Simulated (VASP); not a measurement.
Input of a VASP 6.6.1 run:

File POSCAR:

```
Ge
1.0
    0.0000000000      3.1116470000      2.8287700000
    2.5458930000      0.0000000000      2.8287700000
    2.5458930000      3.1116470000      0.0000000000
Ge
2
Direct
    0.5000000000      0.5000000000      0.5000000000
    0.7500000000      0.7500000000      0.7500000000
```

The input INCAR.step1:

```
SYSTEM = Ge
ALGO = Normal ; EDIFF = 1E-4
ENCUT = 520 ; GGA = PE
ISMEAR = 0 ; LASPH = .TRUE.
LCHARG = .FALSE. ; LREAL = .FALSE.
LWAVE = .TRUE. ; NBANDS = 21
NELM = 80 ; PREC = Accurate
SIGMA = 0.05
```

Contents of INCAR.step2:

```
SYSTEM = Ge
ALGO = Normal ; EDIFF = 1E-6
ENCUT = 520 ; ISIF = 2
ISMEAR = 0 ; ISTART = 1
LASPH = .TRUE. ; LCHARG = .FALSE.
LMIXTAU = .TRUE. ; LREAL = .FALSE.
LWAVE = .FALSE. ; METAGGA = R2SCAN
NBANDS = 21 ; NELM = 80
PREC = Accurate ; SIGMA = 0.05
```

Contents of KPOINTS:

```
k-points
0
G
  10 10 10
  0 0 0
```

Potentials or basis: VASP PAW PBE potentials, release 64 (Ge_d).

Run with:

```console
$ cat potpaw_PBE.64/Ge_d/POTCAR > POTCAR
$ cp INCAR.step1 INCAR
$ mpirun -np 1 vasp_std > vasp.out
$ cp INCAR.step2 INCAR
$ mpirun -np 1 vasp_std > vasp.out
```

Q: Predict the pressure.

A: 1.3 GPa.

Q: Estimate the band gap on the k mesh.

A: Zero (band 14 reaches 5.20 eV, above the bottom of band 15 at 4.71 eV).

Stress tensor (GPa, compression positive):
```
 7.46  0.00  0.00
 0.00 -7.24  0.00
 0.00  0.00  3.64
```

Caveat: the cell differs from its parent crystal (strain -0.1000 x Voigt [1, -1, 0, 0, 0, 0]); the PAW data sets were made with another functional, which shifts forces and pressure a little.
